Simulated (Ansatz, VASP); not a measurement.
## Two plane-wave programs on Ag

```xyz
5
Lattice="2.8297 0.0000 0.0000 -1.4149 2.4506 0.0000 0.0000 0.0000 24.2418" Properties=species:S:1:pos:R:3 pbc="T T T"
Ag    1.4149    0.8169    7.5363
Ag    0.0000    1.6337    9.8351
Ag    0.0000    0.0000   12.1209
Ag    1.4149    0.8169   14.4067
Ag    0.0000    1.6337   16.7056
```

Alike in both runs: functional LDA; k mesh 12 × 12 × 1; occupations gaussian, width 0.1 eV; no spin polarisation.

Ansatz relaxed the structure, and its values are those at the end. VASP's run is a single point on that final structure, the one shown.

|  | VASP | Ansatz |
| --- | --- | --- |
| version | VASP 6.6.1 | Ansatz 0.2.0 |
| potentials or method | VASP PAW LDA potentials, release 64 (Ag), cutoff 520 eV | scalar-relativistic, plane waves, PAW |
| valence electrons in the cell | 55 | 95 |

Ansatz gave:

```
gap on the k mesh at the Fermi level (eV) : none
rms of the force components (eV/Å)        : 0.001
```

Which values does VASP return?

gap on the k mesh at the Fermi level (eV): none; rms of the force components (eV/Å): 0.003.

LDA's correlation is that of Perdew and Zunger in VASP and of Perdew and Wang (1992) in Ansatz. A gap of «none» marks a metal or a gap that the smearing closes. VASP's potentials hold 55 valence electrons a cell and Ansatz's 95, so a difference there can come from the potentials and not from the codes.
